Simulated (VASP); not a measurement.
The system is V2Si.

```xyz
3
Lattice="0.0000 2.6687 2.6687 2.6687 0.0000 2.6687 2.6687 2.6687 0.0000" Properties=species:S:1:pos:R:3 pbc="T T T"
V     1.3343    1.3343    1.3343
V     4.0030    4.0030    4.0030
Si    0.0000    0.0000    0.0000
```

The cell was generated, and may not be a known phase.

* Program: VASP 6.6.1
* Task: relaxation of cell and atoms
* Functional: PBE
* Potentials or basis: VASP PAW PBE potentials, release 64 (V_sv, Si)
* Cutoff: 600 eV
* k mesh: 6 × 6 × 6
* Occupations: gaussian, width 0.1 eV
* Spin: collinear spin, ferromagnetic start
* Starting moments: [2.0, 2.0, 0.0] μB

At the start: pressure 41.7 GPa; volume 12.67 Å³/atom.

Task: How do energy, volume and symmetry change on relaxing?

Result: Over 4 steps the energy falls by 296.5 meV/atom and the volume is 15.37 Å³/atom (+21.3 %); space group Fm-3m (No. 225, to 0.1 Å) before and after; moment 0.00 μB per cell.

Step by step:
| step | energy change (eV) | largest force (eV/Å) | pressure (GPa) | volume (Å³) |
| --- | --- | --- | --- | --- |
| 1 | 0.0000 | 0.0000 | 41.67 | 38.01 |
| 2 | 0.2604 | 0.0000 | -22.55 | 59.18 |
| 3 | -0.8876 | 0.0000 | -1.41 | 46.47 |
| 4 | -0.8895 | 0.0000 | -0.27 | 46.11 |

Final structure:
```cif
data_structure
_symmetry_space_group_name_H-M 'P 1'
_symmetry_Int_Tables_number 1
_cell_length_a 4.0250
_cell_length_b 4.0250
_cell_length_c 4.0250
_cell_angle_alpha 60.000
_cell_angle_beta 60.000
_cell_angle_gamma 60.000
_cell_volume 46.11
loop_
_atom_site_label
_atom_site_type_symbol
_atom_site_fract_x
_atom_site_fract_y
_atom_site_fract_z
_atom_site_occupancy
V1 V 0.25000 0.25000 0.25000 1
V2 V 0.75000 0.75000 0.75000 1
Si1 Si 0.00000 0.00000 0.00000 1
```

Caveat: the volume moved by over 15 % at a fixed basis, so the end points are rough; the moments typed at the start vanished in this run.
